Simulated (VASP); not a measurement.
# NaCl (Cmmm) in VASP: notebook

Aim: see how the results for NaCl move with the level of theory and the settings. Levels: PBE, HSE06. Tasks: single point.

Program: VASP 6.6.1. These are calculated values, not measurements. Logs are shortened: lines on timing, memory, paths and dates and some standing lists are left out, and cuts for length are marked.

## Step 1: The cell of the first run

Symmetry: Cmmm, No. 65, orthorhombic system. The conventional cell has a = 4.780 Å, b = 5.005 Å, c = 3.460 Å, α = 90.00°, β = 90.00°, γ = 90.00°. Within 3.9 Å of Na (site symmetry mmm) lie 8 Cl at 2.95 to 3.04 Å and 6 Na at 3.46 Å. Within 3.9 Å of Cl (site symmetry mmm) lie 8 Na at 2.95 to 3.04 Å and 6 Cl at 3.46 Å.

## Step 2: Single point, PBE (shear xy strain +4.6%)

Contents of INCAR:

```
  PREC = Accurate
  ENCUT = 520
  EDIFF = 1E-6
  ISMEAR = -1
  SIGMA = 0.02
  LREAL = F
  LASPH = T
  NELM = 100
  ALGO = Normal
  ISIF = 2
  LWAVE = F
  LCHARG = T
  GGA = PE
  LELF = T
  LVHAR = T
  NBANDS = 14
```

Contents of KPOINTS:

```
regular mesh
0
Gamma
  8 8 8
```

Contents of POSCAR:

```
NaCl
1.0
    3.4595458649      0.0797425322      0.0000000000
    0.0797425322      3.4595458649      0.0000000000
    0.0000000000      0.0000000000      3.4595458649
Na Cl
1 1
Direct
    0.0000000000      0.0000000000      0.0000000000
    0.5000000000      0.5000000000      0.5000000000
```

Potentials or basis: VASP PAW PBE potentials, release 64 (Na_pv, Cl).

The run is started by

```bash
cat potpaw_PBE.64/Na_pv/POTCAR potpaw_PBE.64/Cl/POTCAR > POTCAR
mpirun -np 1 vasp_std > vasp.out
```

OUTCAR:

```text
PREC = Accurate
   ENCUT = 520
   EDIFF = 1E-6
   ISMEAR = -1
   LREAL = F
   LASPH = T
   NELM = 100
   ISIF = 2
   GGA = PE

 ion  position               nearest neighbor table
   1  0.000  0.000  0.000-
   2  0.500  0.500  0.500-

  LATTYP: Found a base centered orthorhombic cell.
 ALAT       =     4.7797637113
 B/A-ratio  =     1.0471876759
 C/A-ratio  =     0.7237901440

  Lattice vectors:

 A1 = (  -0.0797425322,  -3.4595458649,   0.0000000000)
 A2 = (   3.4595458649,   0.0797425322,   0.0000000000)
 A3 = (   0.0000000000,   0.0000000000,   3.4595458649)

Analysis of symmetry for initial positions (statically):
=====================================================================
 Subroutine PRICEL returns:
 Original cell was already a primitive cell.

 Routine SETGRP: Setting up the symmetry group for a
 base centered orthorhombic supercell.

 Subroutine GETGRP returns: Found  8 space group operations
 (whereof  8 operations were pure point group operations)
 out of a pool of  8 trial point group operations.

The static configuration has the point symmetry D_2h.

Analysis of symmetry for dynamics (positions and initial velocities):
=====================================================================
 Subroutine PRICEL returns:
 Original cell was already a primitive cell.

 Routine SETGRP: Setting up the symmetry group for a
 base centered orthorhombic supercell.

 Subroutine GETGRP returns: Found  8 space group operations
 (whereof  8 operations were pure point group operations)
 out of a pool of  8 trial point group operations.

The dynamic configuration has the point symmetry D_2h.

 Subroutine INISYM returns: Found  8 space group operations
 (whereof  8 operations are pure point group operations),
 and found     1 'primitive' translations

----------------------------------------------------------------------------------------

                                     Primitive cell

  volume of cell :      41.3834

  direct lattice vectors                    reciprocal lattice vectors
     3.459545865  0.079742532  0.000000000     0.289208938 -0.006666266  0.000000000
     0.079742532  3.459545865  0.000000000    -0.006666266  0.289208938  0.000000000
     0.000000000  0.000000000  3.459545865     0.000000000  0.000000000  0.289055280

  length of vectors
     3.460464776  3.460464776  3.459545865     0.289285756  0.289285756  0.289055280

  position of ions in fractional coordinates (direct lattice)
     0.000000000  0.000000000  0.000000000
     0.500000000  0.500000000  0.500000000

  ion indices of the primitive-cell ions
   primitive index   ion index
                 1           1
                 2           2

----------------------------------------------------------------------------------------

 KPOINTS: regular mesh

Automatic generation of k-mesh.
 Grid dimensions read from file:
 generate k-points for:    8    8    8

 Generating k-lattice:

  Cartesian coordinates                     Fractional coordinates (reciprocal lattice)
     0.036151117 -0.000833283  0.000000000     0.125000000  0.000000000  0.000000000
    -0.000833283  0.036151117  0.000000000     0.000000000  0.125000000  0.000000000
     0.000000000  0.000000000  0.036131910     0.000000000  0.000000000  0.125000000

  Length of vectors
     0.036160720  0.036160720  0.036131910

  Shift w.r.t. Gamma in fractional coordinates (k-lattice)
     0.000000000  0.000000000  0.000000000

 Subroutine IBZKPT returns following result:
 ===========================================

 Found    105 irreducible k-points:

 Following reciprocal coordinates:
            Coordinates               Weight
  0.000000  0.000000  0.000000      1.000000
  0.125000  0.000000  0.000000      4.000000
  0.250000  0.000000  0.000000      4.000000
  0.375000  0.000000  0.000000      4.000000
  0.500000  0.000000  0.000000      2.000000
  0.125000  0.125000  0.000000      2.000000
[... 16 lines left out ...]
  0.125000  0.000000  0.125000      8.000000
  0.250000  0.000000  0.125000      8.000000
 [... further k-points ...]
   k-points           NKPTS =    105   k-points in BZ     NKDIM =    105   number of bands    NBANDS=     14
   number of dos      NEDOS =    301   number of ions     NIONS =      2
   total plane-waves  NPLWV =  21952
   dimension x,y,z NGX =    28 NGY =   28 NGZ =   28
   dimension x,y,z NGXF=    56 NGYF=   56 NGZF=   56
   ions per type =               1   1
   NGX,Y,Z   is equivalent  to a cutoff of  13.45, 13.45, 13.46 a.u.
   NGXF,Y,Z  is equivalent  to a cutoff of  26.90, 26.90, 26.91 a.u.
 SYSTEM =  unknown system
   PREC   = accura    normal or accurate (medium, high low for compatibility)
   ISTART =      0    job   : 0-new  1-cont  2-samecut
   ICHARG =      2    charge: 1-file 2-atom 10-const
   ISPIN  =      1    spin polarized calculation?
   LNONCOLLINEAR =      F non collinear calculations
   LSORBIT =      F    spin-orbit coupling
   LASPH  =      T    aspherical Exc in radial PAW
   ENCUT  =  520.0 eV  38.22 Ry    6.18 a.u.   6.43  6.43  6.43*2*pi/ulx,y,z
   NELM   =    100;   NELMIN=  2; NELMDL= -5     # of ELM steps
   EDIFF  = 0.1E-05   stopping-criterion for ELM
   LREAL  =      F    real-space projection
   EDIFFG = 0.1E-04   stopping-criterion for IOM
   NSW    =      0    number of steps for IOM
   IBRION =     -1    ionic relax: 0-MD 1-quasi-New 2-CG
   NFREE  =      0    steps in history (QN), initial steepest desc. (CG)
   ISIF   =      2    stress and relaxation
   ISYM   =      2    0-nonsym 1-usesym 2-fastsym
   POTIM  = 0.5000    time-step for ionic-motion
   TEBEG  =    0.0;   TEEND  =   0.0 temperature during run
   PSTRESS=    0.0 pullay stress
   NELECT =      14.0000    total number of electrons
   NUPDOWN=      -1.0000    fix difference up-down
   EMIN   =  10.00;   EMAX   =-10.00  energy-range for DOS
   EFERMI =   0.00;   METHOD = LEGACY
   ISMEAR =    -1;   SIGMA  =   0.02  broadening in eV -4-tet -1-fermi 0-gaus
   EFERMI_NEDOS =   21; number of points for ismear=-14 and -15
   IALGO  =     38    algorithm
   IMIX   =      4    mixing-type and parameters
     AMIX     =   0.40;   BMIX     =  1.00
     AMIX_MAG =   1.60;   BMIX_MAG =  1.00
  volume/ion in A,a.u.               =      20.69       139.63
  Fermi-wavevector in a.u.,A,eV,Ry     =   1.140710  2.155630 17.704172  1.301220
  Thomas-Fermi vector in A             =   2.277412
   LORBIT       =      0    0 simple, 1 ext, 2 COOP (PROOUT), +10 PAW based schemes
   GGA     = PE    functional components
   LHFCALC =     F    Hartree Fock is set to
   AEXX    =    0.0000 exact exchange contribution
   IVDW    =     0    specifies the selected vdW correction
   LEPSILON=     F    determine dielectric tensor
   LRPA    =     F    only Hartree local field effects (RPA)
 non-spin polarized calculation
  energy-cutoff  :      520.00
  volume of cell :       41.38
 maximum number of plane-waves:      1127
 NGX is ok and might be reduce to    28
   NGX = 13   NGY = 13   NGZ = 13

 number of electron      13.9999999 magnetization

 Free energy of the ion-electron system (eV)
  ---------------------------------------------------
  ext. energy  EPLUGINS =         0.00000000
  ---------------------------------------------------
  free energy    TOTEN  =        -6.46294902 eV

  energy without entropy =       -6.46294902  energy(sigma->0) =       -6.46294902

 E-fermi :   1.0684     XC(G=0):  -8.5938

 val. band max:        0.6822441223   @ k =   0.5000   0.5000   0.0000
 cond. band min:       4.7978543016   @ k =   0.0000   0.0000   0.0000
 fundamental gap:      4.1156101793
 Fermi energy:         1.0683531911

 k-point     1 :       0.0000    0.0000    0.0000
  band No.  band energies     occupation
      1     -21.3492      2.00000
      2     -21.3449      2.00000
      3     -21.3417      2.00000
      4     -12.8222      2.00000
      5       0.0996      2.00000
      6       0.1626      2.00000
      7       0.2316      2.00000
      8       4.7979      0.00000
      9       9.2238      0.00000
     10       9.2433      0.00000
     11      16.4227      0.00000
     12      16.5600      0.00000
     13      16.6077      0.00000
     14      16.7354      0.00000

 k-point     2 :       0.1250    0.0000    0.0000
  band No.  band energies     occupation
      1     -21.3540      2.00000
      2     -21.3443      2.00000
      3     -21.3433      2.00000
      4     -12.7683      2.00000
      5      -0.3598      2.00000
      6       0.1970      2.00000
      7       0.2062      2.00000
      8       5.2572      0.00000
      9       9.4033      0.00000
     10       9.6025      0.00000
     11      15.1004      0.00000
     12      15.2029      0.00000
     13      16.3549      0.00000
     14      16.8593      0.00000

 k-point     3 :       0.2500    0.0000    0.0000
  band No.  band energies     occupation
      1     -21.3696      2.00000
      2     -21.3428      2.00000
      3     -21.3428      2.00000
      4     -12.6328      2.00000
      5      -1.3361      2.00000
      6       0.2822      2.00000
      7       0.2834      2.00000
      8       6.1740      0.00000
      9       9.9108      0.00000
     10      10.1733      0.00000
     11      13.8302      0.00000
     12      13.8532      0.00000
     13      16.0749      0.00000
     14      16.5813      0.00000
[... 324 lines left out ...]
 k-point    23 :       0.1250    0.0000    0.1250
  band No.  band energies     occupation
      1     -21.3535      2.00000
      2     -21.3509      2.00000
      3     -21.3426      2.00000
      4     -12.7162      2.00000
      5      -0.4112      2.00000
      6      -0.1955      2.00000
      7       0.2417      2.00000
      8       5.6877      0.00000
      9       9.6459      0.00000
     10       9.8579      0.00000
     11      14.0686      0.00000
     12      14.9616      0.00000
     13      15.8567      0.00000
     14      16.7742      0.00000

 k-point    24 :       0.2500    0.0000    0.1250
  band No.  band energies     occupation
      1     -21.3686      2.00000
      2     -21.3492      2.00000
      3     -21.3422      2.00000
      4     -12.5854      2.00000
      5      -1.2742      2.00000
      6      -0.1553      2.00000
      7       0.3197      2.00000
      8       6.5510      0.00000
      9       9.9623      0.00000
     10      10.4039      0.00000
     11      12.9860      0.00000
     12      13.9251      0.00000
     13      15.8421      0.00000
     14      16.4281      0.00000

 [... further k-points ...]

------------------------ aborting loop because EDIFF is reached ----------------------------------------

  FORCE on cell =-STRESS in cart. coord.  units (eV):
  Direction    XX          YY          ZZ          XY          YZ          ZX
  --------------------------------------------------------------------------------------
  -------------------------------------------------------------------------------------
  Total        0.3004054      0.3004054      0.3009841      0.0132950      0.0000000      0.0000000
  in kB       11.6303261     11.6303261     11.6527294      0.5147231      0.0000000      0.0000000
  external PRESSURE =      11.6377939 kB  Pullay stress =       0.0000000 kB

 VOLUME and BASIS-vectors are now :
 -----------------------------------------------------------------------------
  energy-cutoff  :      520.00
  volume of cell :       41.38
      direct lattice vectors                 reciprocal lattice vectors
     3.459545865  0.079742532  0.000000000     0.289208938 -0.006666266  0.000000000
     0.079742532  3.459545865  0.000000000    -0.006666266  0.289208938  0.000000000
     0.000000000  0.000000000  3.459545865     0.000000000  0.000000000  0.289055280

 POSITION                                       TOTAL-FORCE (eV/Angst)
 -----------------------------------------------------------------------------------
      0.00000      0.00000      0.00000        -0.000000      0.000000      0.000000
      1.76964      1.76964      1.72977         0.000000     -0.000000      0.000000
 -----------------------------------------------------------------------------------
    total drift:                               -0.000000      0.000000      0.000000

  FREE ENERGIE OF THE ION-ELECTRON SYSTEM (eV)
  ---------------------------------------------------
  free  energy   TOTEN  =        -6.4629490176 eV

  energy  without entropy=       -6.4629490175  energy(sigma->0) =       -6.46294902
```

Wall time 26 s (1 thread of Intel Xeon Platinum 8488C (Sapphire Rapids), shared host); peak memory 0.18 GiB.

What came out:

```
Free energy            : -6.4629 eV
Pressure               : 1.2 GPa
Band gap on the k mesh : 4.12 eV (least direct gap 4.57 eV)
```

Stress tensor (GPa, compression positive):
```
1.16 0.05 0.00
0.05 1.16 0.00
0.00 0.00 1.17
```

Caveat: the cell differs from its parent crystal (shear xy strain +4.6%); the structure was generated, so it needn't be the stable form of NaCl. A k mesh can miss the band edges.

## Step 3: Single point, HSE06 (shear xy strain +4.6%)

POSCAR is that of step 2.

Contents of INCAR.step1:

```
ALGO = Normal
EDIFF = 1E-5
ENCUT = 520
GGA = PE
ISIF = 2
ISMEAR = 0
LASPH = True
LCHARG = False
LREAL = False
LWAVE = True
NBANDS = 14
NELM = 100
PREC = Accurate
SIGMA = 0.01
```

Contents of INCAR.step2:

```
ALGO = Normal
EDIFF = 1E-6
ENCUT = 520
GGA = PE
HFSCREEN = 0.2079
ISIF = 2
ISMEAR = 0
ISTART = 1
LASPH = True
LCHARG = False
LHFCALC = True
LREAL = False
LWAVE = False
NBANDS = 14
NELM = 100
PREC = Accurate
PRECFOCK = Normal
SIGMA = 0.01
```

Contents of KPOINTS:

```
k-points
0
Gamma
  6 6 6
```

Potentials or basis: VASP PAW PBE potentials, release 64 (Na_pv, Cl).

The run is started by

```bash
cat potpaw_PBE.64/Na_pv/POTCAR potpaw_PBE.64/Cl/POTCAR > POTCAR
cp INCAR.step1 INCAR
mpirun -np 1 vasp_std > vasp.out
cp INCAR.step2 INCAR
mpirun -np 1 vasp_std > vasp.out
```

Run time: 24 min. Hardware: 1 thread of Intel Xeon Platinum 8488C (Sapphire Rapids), shared host; peak memory 0.28 GiB.

The run converged. Its results:

* Free energy: -7.5562 eV
* Pressure: 0.6 GPa
* Band gap on the k mesh: 5.43 eV (least direct gap 5.92 eV)

Stress tensor (GPa, compression positive):
```
0.62 0.09 0.00
0.09 0.62 0.00
0.00 0.00 0.62
```

Levels at points of the mesh, in eV from the valence-band top:
```csv
k point,band 3,band 4,band 5,band 6,band 7,band 8,band 9,band 10,band 11,band 12
"(0.00, 0.00, 0.00)",-24.17,-14.77,-0.63,-0.56,-0.49,5.43,9.89,9.91,17.44,17.67
"(0.50, 0.00, 0.00)",-24.17,-14.34,-3.31,-0.30,-0.30,8.40,10.38,11.91,13.49,13.58
"(0.50, 0.50, 0.00)",-24.17,-14.03,-2.64,-2.51,0.00,6.86,11.42,12.57,13.12,14.15
"(0.00, 0.00, 0.50)",-24.17,-14.34,-3.31,-0.37,-0.21,8.42,10.36,11.97,13.43,13.58
"(0.50, 0.00, 0.50)",-24.17,-14.03,-2.58,-2.58,0.00,6.85,11.40,12.83,12.87,14.23
"(0.50, 0.50, 0.50)",-24.20,-13.70,-2.16,-2.12,-2.07,8.23,8.46,8.68,13.60,17.67
```

Caveat: the cell differs from its parent crystal (shear xy strain +4.6%); the structure was generated, so it needn't be the stable form of NaCl; the PAW data sets were made with another functional, which shifts forces and pressure a little. A k mesh can miss the band edges.
